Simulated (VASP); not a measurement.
# P in VASP: a series of runs

P is run at these levels: PBE-based screened hybrid with 25 % exact exchange, PBE, PBE0; tasks: single point.

All numbers are computed with VASP 6.6.1; they aren't measurements. Logs are shortened: lines on timing, memory, paths and dates and some standing lists are left out, and cuts for length are marked.

**1. The cell of the first run**

It takes space group Cmce (No. 64, orthorhombic). The conventional cell has a = 3.295 Å, b = 10.930 Å, c = 4.544 Å, α = 90.00°, β = 90.00°, γ = 90.00°. Within 2.9 Å of P (site symmetry m) lie 3 P at 2.20 to 2.25 Å.

**2. Single point, PBE-based screened hybrid with 25 % exact exchange**

Contents of POSCAR:

```
P
1.0
    1.6477431241     -5.4650377251      0.0000000000
    1.6477431241      5.4650377251      0.0000000000
    0.0000000000      0.0000000000      4.5436355900
P
4
Direct
    0.9041431300      0.0958568700      0.5888151700
    0.0958568700      0.9041431300      0.4111848300
    0.5958568700      0.4041431300      0.0888151700
    0.4041431300      0.5958568700      0.9111848300
```

Contents of INCAR.step1:

```
  PREC = Accurate
  ENCUT = 520
  EDIFF = 1E-5
  ISMEAR = -1
  SIGMA = 0.05
  LREAL = F
  LASPH = T
  NELM = 80
  ALGO = Normal
  ISIF = 2
  LWAVE = T
  GGA = PE
  NBANDS = 18
```

Contents of INCAR.step2:

```
  PREC = Accurate
  ENCUT = 520
  EDIFF = 1E-6
  ISMEAR = -1
  SIGMA = 0.05
  LREAL = F
  LASPH = T
  NELM = 80
  ALGO = Normal
  ISIF = 2
  LWAVE = F
  LCHARG = T
  GGA = PE
  LHFCALC = T
  AEXX = 0.25
  HFSCREEN = 0.1
  PRECFOCK = Normal
  LELF = T
  LVHAR = T
  ISTART = 1
  NBANDS = 18
```

Contents of KPOINTS:

```
regular mesh
0
Gamma
  4 4 3
```

Potentials or basis: VASP PAW PBE potentials, release 64 (P).

The run is started by

```console
$ cat potpaw_PBE.64/P/POTCAR > POTCAR
$ cp INCAR.step1 INCAR
$ mpirun -np 1 vasp_std > vasp.out
$ cp INCAR.step2 INCAR
$ mpirun -np 1 vasp_std > vasp.out
```

OUTCAR:

```text
PREC = Accurate
   ENCUT = 520
   EDIFF = 1E-6
   ISMEAR = -1
   LREAL = F
   LASPH = T
   NELM = 80
   ISIF = 2
   GGA = PE
   LHFCALC = T
   AEXX = 0.25
   HFSCREEN = 0.1
   PRECFOCK = Normal
   ISTART = 1

 ion  position               nearest neighbor table
   1  0.904  0.096  0.589-   4 2.20   4 2.20   2 2.25
   2  0.096  0.904  0.411-   3 2.20   3 2.20   1 2.25
   3  0.596  0.404  0.089-   2 2.20   2 2.20   4 2.25
   4  0.404  0.596  0.911-   1 2.20   1 2.20   3 2.25

  LATTYP: Found a base centered orthorhombic cell.
 ALAT       =     3.2954862482
 B/A-ratio  =     3.3166806435
 C/A-ratio  =     1.3787451222

  Lattice vectors:

 A1 = (   1.6477431241,  -5.4650377251,   0.0000000000)
 A2 = (   1.6477431241,   5.4650377251,   0.0000000000)
 A3 = (   0.0000000000,   0.0000000000,   4.5436355900)

Analysis of symmetry for initial positions (statically):
=====================================================================
 Subroutine PRICEL returns:
 Original cell was already a primitive cell.

 Routine SETGRP: Setting up the symmetry group for a
 base centered orthorhombic supercell.

 Subroutine GETGRP returns: Found  8 space group operations
 (whereof  4 operations were pure point group operations)
 out of a pool of  8 trial point group operations.

The static configuration has the point symmetry C_2h.
 The point group associated with its full space group is D_2h.

Analysis of symmetry for dynamics (positions and initial velocities):
=====================================================================
 Subroutine PRICEL returns:
 Original cell was already a primitive cell.

 Routine SETGRP: Setting up the symmetry group for a
 base centered orthorhombic supercell.

 Subroutine GETGRP returns: Found  8 space group operations
 (whereof  4 operations were pure point group operations)
 out of a pool of  8 trial point group operations.

The dynamic configuration has the point symmetry C_2h.
 The point group associated with its full space group is D_2h.

 Subroutine INISYM returns: Found  8 space group operations
 (whereof  4 operations are pure point group operations),
 and found     1 'primitive' translations

[... 89 lines left out ...]
   EDIFFG = 0.1E-04   stopping-criterion for IOM
   NSW    =      0    number of steps for IOM
   IBRION =     -1    ionic relax: 0-MD 1-quasi-New 2-CG
   NFREE  =      0    steps in history (QN), initial steepest desc. (CG)
   ISIF   =      2    stress and relaxation
   ISYM   =      3    0-nonsym 1-usesym 2-fastsym
   POTIM  = 0.5000    time-step for ionic-motion
   TEBEG  =    0.0;   TEEND  =   0.0 temperature during run
   PSTRESS=    0.0 pullay stress
   NELECT =      20.0000    total number of electrons
   NUPDOWN=      -1.0000    fix difference up-down
   EMIN   =  10.00;   EMAX   =-10.00  energy-range for DOS
   EFERMI =   0.00;   METHOD = LEGACY
   ISMEAR =    -1;   SIGMA  =   0.05  broadening in eV -4-tet -1-fermi 0-gaus
   EFERMI_NEDOS =   21; number of points for ismear=-14 and -15
   IALGO  =     38    algorithm
   IMIX   =      1    mixing-type and parameters
     AMIX     =   0.40;   BMIX     =  1.00
     AMIX_MAG =   1.60;   BMIX_MAG =  1.00
  volume/ion in A,a.u.               =      20.46       138.06
  Fermi-wavevector in a.u.,A,eV,Ry     =   1.023559  1.934246 14.254450  1.047673
  Thomas-Fermi vector in A             =   2.157299
   LORBIT       =      0    0 simple, 1 ext, 2 COOP (PROOUT), +10 PAW based schemes
   GGA     = PE    functional components
   LHFCALC =     T    Hartree Fock is set to
   PRECFOCK=normal    Normal, Fast or Accurate (Low or Medium for compatibility)
   ENCUT4O =  -1.0   cutoff for four orbital integrals eV
   NKREDX  =     1    reduce k-point grid by
   NKREDY  =     1    reduce k-point grid by
   NKREDZ  =     1    reduce k-point grid by
   AEXX    =    0.2500 exact exchange contribution
   HFSCREEN=    0.1000 screening length (either q_TF or 0.3 A-1)
   HFSCREENC=   0.1000 screening length for correlation (either q_TF or 0.3 A-1)
   ENCUTFOCK=  -1.0 apply spherical cutoff to Coloumb kernel
   IVDW    =     0    specifies the selected vdW correction
   LEPSILON=     F    determine dielectric tensor
   LRPA    =     F    only Hartree local field effects (RPA)
 non-spin polarized calculation
  energy-cutoff  :      520.00
  volume of cell :       81.83
 maximum number of plane-waves:      2223
  NGX = 32; NGY = 32; NGZ = 28

 number of electron      20.0000004 magnetization

 Free energy of the ion-electron system (eV)
  ---------------------------------------------------
  ext. energy  EPLUGINS =         0.00000000
  ---------------------------------------------------
  free energy    TOTEN  =       -26.86508146 eV

  energy without entropy =      -26.86507970  energy(sigma->0) =      -26.86508058

 E-fermi :   5.8904     XC(G=0):  -7.6597

 val. band max:        5.3812088785   @ k =   0.5000   0.5000   0.0000
 cond. band min:       6.3998029122   @ k =   0.5000   0.5000   0.0000
 fundamental gap:      1.0185940338
 Fermi energy:         5.8903704132

 k-point     1 :       0.0000    0.0000    0.0000
  band No.  band energies     occupation
      1     -12.1696      2.00000
      2      -9.1301      2.00000
      3      -5.5100      2.00000
      4      -2.1316      2.00000
      5      -0.1476      2.00000
      6      -0.0971      2.00000
[... 271 lines left out ...]
      5       1.2310      2.00000
      6       1.3117      2.00000
[... 10 lines left out ...]
     17      12.6534      0.00000
     18      12.7562      0.00000

------------------------ aborting loop because EDIFF is reached ----------------------------------------

  FORCE on cell =-STRESS in cart. coord.  units (eV):
  Direction    XX          YY          ZZ          XY          YZ          ZX
  --------------------------------------------------------------------------------------
  -------------------------------------------------------------------------------------
  Total        0.1766882     -0.7008360     -0.6727968      0.0000000      0.0000000      0.0000000
  in kB        3.4594100    -13.7217914    -13.1728077      0.0000000      0.0000000      0.0000000
  external PRESSURE =      -7.8117297 kB  Pullay stress =       0.0000000 kB

 VOLUME and BASIS-vectors are now :
 -----------------------------------------------------------------------------
  energy-cutoff  :      520.00
  volume of cell :       81.83
      direct lattice vectors                 reciprocal lattice vectors
     1.647743124 -5.465037725  0.000000000     0.303445357 -0.091490677  0.000000000
     1.647743124  5.465037725  0.000000000     0.303445357  0.091490677  0.000000000
     0.000000000  0.000000000  4.543635590     0.000000000  0.000000000  0.220088073

 POSITION                                       TOTAL-FORCE (eV/Angst)
 -----------------------------------------------------------------------------------
      1.64774     -4.41731      2.67536         0.000000     -0.215350     -0.032877
      1.64774      4.41731      1.86827         0.000000      0.215350      0.032877
      1.64774     -1.04772      0.40354         0.000000      0.215350     -0.032877
      1.64774      1.04772      4.14009         0.000000     -0.215350      0.032877
 -----------------------------------------------------------------------------------
    total drift:                               -0.000000      0.000000      0.000000

  FREE ENERGIE OF THE ION-ELECTRON SYSTEM (eV)
  ---------------------------------------------------
  free  energy   TOTEN  =       -26.8650814610 eV

  energy  without entropy=      -26.8650796963  energy(sigma->0) =      -26.86508058
```

OUTCAR.step1:

```text
PREC = Accurate
   ENCUT = 520
   EDIFF = 1E-5
   ISMEAR = -1
   LREAL = F
   LASPH = T
[... 511 lines left out ...]
      1.64774     -4.41731      2.67536         0.000000      0.085572     -0.249510
      1.64774      4.41731      1.86827         0.000000     -0.085572      0.249510
      1.64774     -1.04772      0.40354         0.000000     -0.085572     -0.249510
      1.64774      1.04772      4.14009         0.000000      0.085572      0.249510
 -----------------------------------------------------------------------------------
    total drift:                               -0.000000     -0.000000      0.000000

  FREE ENERGIE OF THE ION-ELECTRON SYSTEM (eV)
  ---------------------------------------------------
  free  energy   TOTEN  =       -21.3657531632 eV

  energy  without entropy=      -21.3633104070  energy(sigma->0) =      -21.36453179
```

OSZICAR.step1:

```text
N       E                     dE             d eps       ncg     rms          rms(c)
DAV:   1     0.659926232503E+02    0.65993E+02   -0.83666E+03   504   0.946E+02
DAV:   2    -0.173141224239E+02   -0.83307E+02   -0.79962E+02   684   0.157E+02
DAV:   3    -0.214961752923E+02   -0.41821E+01   -0.41541E+01   686   0.362E+01
DAV:   4    -0.215419844478E+02   -0.45809E-01   -0.45768E-01   664   0.444E+00
DAV:   5    -0.215428986459E+02   -0.91420E-03   -0.91412E-03   664   0.596E-01    0.104E+01
DAV:   6    -0.214168392410E+02    0.12606E+00   -0.66617E-02   616   0.132E+00    0.619E+00
DAV:   7    -0.213654256422E+02    0.51414E-01   -0.11926E-01   592   0.181E+00    0.299E-01
DAV:   8    -0.213655975942E+02   -0.17195E-03   -0.11807E-02   588   0.608E-01    0.136E-01
DAV:   9    -0.213656977988E+02   -0.10020E-03   -0.45631E-04   660   0.127E-01    0.779E-02
DAV:  10    -0.213657388504E+02   -0.41052E-04   -0.58010E-05   614   0.408E-02    0.339E-02
DAV:  11    -0.213657525629E+02   -0.13713E-04   -0.17133E-05   442   0.280E-02    0.739E-03
DAV:  12    -0.213657531632E+02   -0.60029E-06   -0.11893E-06   276   0.679E-03
   1 F= -.21365753E+02 E0= -.21364532E+02  d E =-.244276E-02
```

Wall time 38 min (1 thread of Intel Xeon 8259CL, shared host); peak memory 0.35 GiB.

Results:

```yaml
Free_energy: -26.8651 eV
Pressure: -0.8 GPa
Largest_force: 0.218 eV/Å
Band_gap_on_the_k_mesh: 1.02 eV
```

Forces in eV/Å, atoms in the order of the input:
```
P    0.000 -0.215 -0.033
P    0.000  0.215  0.033
P    0.000  0.215 -0.033
P    0.000 -0.215  0.033
```

Levels at points of the mesh, in eV from the valence-band top:
```csv
k point,band 6,band 7,band 8,band 9,band 10,band 11,band 12,band 13,band 14,band 15
"(0.00, 0.00, 0.00)",-5.48,-4.51,-3.08,-2.86,-1.38,1.50,2.05,3.07,4.06,6.89
"(0.50, 0.00, 0.00)",-6.13,-3.81,-3.81,-2.92,-2.92,1.64,1.64,2.43,2.43,4.51
"(0.50, 0.50, 0.00)",-6.16,-4.62,-2.69,-1.76,0.00,1.02,1.79,3.33,3.94,6.26
```

Caveat: the k points lie up to 0.50 Å⁻¹ apart; the PAW data sets were made with another functional, which shifts forces and pressure a little.

**3. Single point, PBE-based screened hybrid with 25 % exact exchange**

POSCAR is that of step 2.

Contents of INCAR.step1:

```
PREC = Accurate
ENCUT = 520
EDIFF = 1E-5
ISMEAR = -1
SIGMA = 0.05
LREAL = F
LASPH = T
NELM = 80
ALGO = Normal
ISIF = 2
LWAVE = T
LCHARG = F
GGA = PE
NBANDS = 18
```

Contents of INCAR.step2:

```
PREC = Accurate
ENCUT = 520
EDIFF = 1E-6
ISMEAR = -1
SIGMA = 0.05
LREAL = F
LASPH = T
NELM = 80
ALGO = Normal
ISIF = 2
LWAVE = F
LCHARG = F
GGA = PE
LHFCALC = T
AEXX = 0.25
HFSCREEN = 0.15
PRECFOCK = Normal
ISTART = 1
NBANDS = 18
```

Contents of KPOINTS:

```
Automatic mesh
0
Gamma
  4 4 3
```

Potentials or basis: VASP PAW PBE potentials, release 64 (P).

The run is started by

```console
$ cat potpaw_PBE.64/P/POTCAR > POTCAR
$ cp INCAR.step1 INCAR
$ mpirun -np 1 vasp_std > vasp.out
$ cp INCAR.step2 INCAR
$ mpirun -np 1 vasp_std > vasp.out
```

OUTCAR:

```text
PREC = Accurate
   ENCUT = 520
   EDIFF = 1E-6
   ISMEAR = -1
   LREAL = F
   LASPH = T
   NELM = 80
   ISIF = 2
   GGA = PE
   LHFCALC = T
   AEXX = 0.25
   HFSCREEN = 0.15
   PRECFOCK = Normal
   ISTART = 1

 ion  position               nearest neighbor table
   1  0.904  0.096  0.589-   4 2.20   4 2.20   2 2.25
   2  0.096  0.904  0.411-   3 2.20   3 2.20   1 2.25
   3  0.596  0.404  0.089-   2 2.20   2 2.20   4 2.25
   4  0.404  0.596  0.911-   1 2.20   1 2.20   3 2.25

  LATTYP: Found a base centered orthorhombic cell.
 ALAT       =     3.2954862482
 B/A-ratio  =     3.3166806435
 C/A-ratio  =     1.3787451222

  Lattice vectors:

 A1 = (   1.6477431241,  -5.4650377251,   0.0000000000)
 A2 = (   1.6477431241,   5.4650377251,   0.0000000000)
 A3 = (   0.0000000000,   0.0000000000,   4.5436355900)

Analysis of symmetry for initial positions (statically):
[... 171 lines left out ...]
  free energy    TOTEN  =       -26.27534557 eV

  energy without entropy =      -26.27533809  energy(sigma->0) =      -26.27534183

 E-fermi :   5.8966     XC(G=0):  -7.7491

 val. band max:        5.4673150088   @ k =   0.5000   0.5000   0.0000
 cond. band min:       6.3261438087   @ k =   0.5000   0.5000   0.0000
 fundamental gap:      0.8588288000
 Fermi energy:         5.8965746780

 k-point     1 :       0.0000    0.0000    0.0000
  band No.  band energies     occupation
      1     -12.0620      2.00000
      2      -9.0240      2.00000
      3      -5.4044      2.00000
      4      -2.0273      2.00000
      5      -0.0456      2.00000
      6       0.0105      2.00000
[... 271 lines left out ...]
      5       1.3306      2.00000
      6       1.4049      2.00000
[... 10 lines left out ...]
     17      12.5662      0.00000
     18      12.6696      0.00000

------------------------ aborting loop because EDIFF is reached ----------------------------------------

  FORCE on cell =-STRESS in cart. coord.  units (eV):
  Direction    XX          YY          ZZ          XY          YZ          ZX
  --------------------------------------------------------------------------------------
  -------------------------------------------------------------------------------------
  Total        0.2280693     -0.6650781     -0.6203075      0.0000000     -0.0000000      0.0000000
  in kB        4.4654083    -13.0216816    -12.1451105      0.0000000     -0.0000000      0.0000000
  external PRESSURE =      -6.9004613 kB  Pullay stress =       0.0000000 kB

 VOLUME and BASIS-vectors are now :
 -----------------------------------------------------------------------------
  energy-cutoff  :      520.00
  volume of cell :       81.83
      direct lattice vectors                 reciprocal lattice vectors
     1.647743124 -5.465037725  0.000000000     0.303445357 -0.091490677  0.000000000
     1.647743124  5.465037725  0.000000000     0.303445357  0.091490677  0.000000000
     0.000000000  0.000000000  4.543635590     0.000000000  0.000000000  0.220088073

 POSITION                                       TOTAL-FORCE (eV/Angst)
 -----------------------------------------------------------------------------------
      1.64774     -4.41731      2.67536         0.000000     -0.208738     -0.033050
      1.64774      4.41731      1.86827         0.000000      0.208738      0.033050
      1.64774     -1.04772      0.40354         0.000000      0.208738     -0.033050
      1.64774      1.04772      4.14009         0.000000     -0.208738      0.033050
 -----------------------------------------------------------------------------------
    total drift:                                0.000000      0.000000      0.000000

  FREE ENERGIE OF THE ION-ELECTRON SYSTEM (eV)
  ---------------------------------------------------
  free  energy   TOTEN  =       -26.2753455692 eV

  energy  without entropy=      -26.2753380894  energy(sigma->0) =      -26.27534183
```

Wall time 32 min (1 thread of Intel Xeon 8259CL, shared host); peak memory 0.35 GiB.

What came out:

- Free energy: -26.2753 eV
- Pressure: -0.7 GPa
- Largest force: 0.211 eV/Å
- Band gap on the k mesh: 0.86 eV

Forces in eV/Å, atoms in the order of the input:
```
P    0.000 -0.209 -0.033
P    0.000  0.209  0.033
P    0.000  0.209 -0.033
P    0.000 -0.209  0.033
```

Stress tensor (GPa, compression positive):
```
 0.45  0.00  0.00
 0.00 -1.30  0.00
 0.00  0.00 -1.21
```

Caveat: the k points lie up to 0.50 Å⁻¹ apart; the PAW data sets were made with another functional, which shifts forces and pressure a little. A k mesh can miss the band edges.

(Part 1 of 2 ends here.)
